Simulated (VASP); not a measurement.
The system is LiF.

```
CELL_PARAMETERS angstrom
-1.42324 1.42324 6.04944
1.42324 -1.42324 6.04944
1.42324 1.42324 -6.04944
ATOMIC_POSITIONS crystal
Li 0.00000 0.00000 0.00000
Li 0.67788 0.67788 0.00000
Li 0.32212 0.32212 0.00000
F 0.14763 0.14763 0.00000
F 0.85237 0.85237 0.00000
F 0.50000 0.50000 0.00000
```

- Program: VASP 6.6.1
- Task: relaxation of cell and atoms
- Functional: PBE
- Potentials or basis: VASP PAW PBE potentials, release 64 (Li_sv, F)
- Cutoff: 600 eV
- k mesh: 8 × 8 × 8
- Occupations: gaussian, width 0.1 eV
- Spin: no spin polarisation

At the start: pressure 3.2 GPa; volume 8.17 Å³/atom.

Question: Where does the relaxation end?

Answer: Over 6 steps the energy falls by 129.1 meV/atom and the volume is 8.32 Å³/atom (+1.9 %); space group I4/mmm (No. 139, to 0.1 Å) before, Fm-3m (No. 225, to 0.1 Å).

Step by step:
```tsv
step	energy change (eV)	largest force (eV/Å)	pressure (GPa)	volume (Å³)
1	0.0000	2.6710	3.24	49.02
2	-0.6176	1.0920	0.03	50.20
3	-0.7680	0.0632	-1.54	51.22
4	-0.7680	0.0885	-1.49	51.18
5	-0.7734	0.0615	-0.66	50.49
6	-0.7748	0.0380	0.08	49.93
```

Final structure:
```
Li F
1.0
    -1.43170    1.43170    6.08917
     1.43170   -1.43170    6.08917
     1.43170    1.43170   -6.08917
Li F
3 3
Direct
  0.00000 0.00000 0.00000
  0.66747 0.66747 0.00000
  0.33253 0.33253 0.00000
  0.16713 0.16713 0.00000
  0.83287 0.83287 0.00000
  0.50000 0.50000 0.00000
```

Caveat: the cutoff is under 1.25 times the usual one of these potentials, so pressure, stress and relaxed cells hold a basis-set (Pulay) error.
